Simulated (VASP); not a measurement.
# SiC: single point with PBE

Crystal: SiC.

```
Si C
1.0
     3.12473    0.00000    0.00000
    -1.56236    2.70609    0.00000
     0.00000    0.00000   10.22990
Si C
4 4
Cartesian
  1.5624 0.9020 9.5941
  0.0000 1.8041 4.4791
  0.0000 0.0000 7.0371
  0.0000 0.0000 1.9221
  1.5624 0.9020 7.6704
  0.0000 1.8041 2.5555
  0.0000 0.0000 5.1196
  0.0000 0.0000 0.0046
```

```yaml
Program: VASP 6.6.1
Task: single point
Functional: PBE
Potentials_or_basis: VASP PAW PBE potentials, release 64 (Si, C)
Cutoff: 520 eV
k_mesh: 9 × 9 × 2
Occupations: gaussian, width 0.01 eV
Spin: no spin polarisation
Dipole_correction: no
Further_INCAR_settings: ALGO = Normal; EDIFF = 1e-06; NBANDS = 26
```

The pressure is -6.0 GPa and the largest force is 0.010 eV/Å. The band gap on the k mesh is 2.32 eV (least direct gap 3.39 eV).

Forces in eV/Å, atoms in the order of the input:
```
Si   0.000  0.000  0.010
Si   0.000  0.000  0.010
Si   0.000  0.000 -0.005
Si   0.000  0.000 -0.005
C    0.000  0.000 -0.005
C    0.000  0.000 -0.005
C    0.000  0.000  0.000
C    0.000  0.000  0.000
```

Stress tensor (GPa, compression positive):
```
-6.01  0.00  0.00
 0.00 -6.01  0.00
 0.00  0.00 -5.93
```

Levels at points of the mesh, in eV from the valence-band top:
```csv
k point,band 14,band 15,band 16,band 17,band 18,band 19
"(0.00, 0.00, 0.00)",-0.05,0.00,0.00,4.71,5.29,5.78
"(0.00, 0.00, 0.50)",-0.20,-0.20,-0.20,4.92,4.92,6.32
```

Run time: 41 s on 1 thread of Intel(R) Xeon(R) Platinum 8259CL CPU @ 2.50GHz (Skylake/Cascade Lake), with other jobs on the host, peak memory 0.21 GiB.

Caveat: the cell stands under tension. A k mesh can miss the band edges.
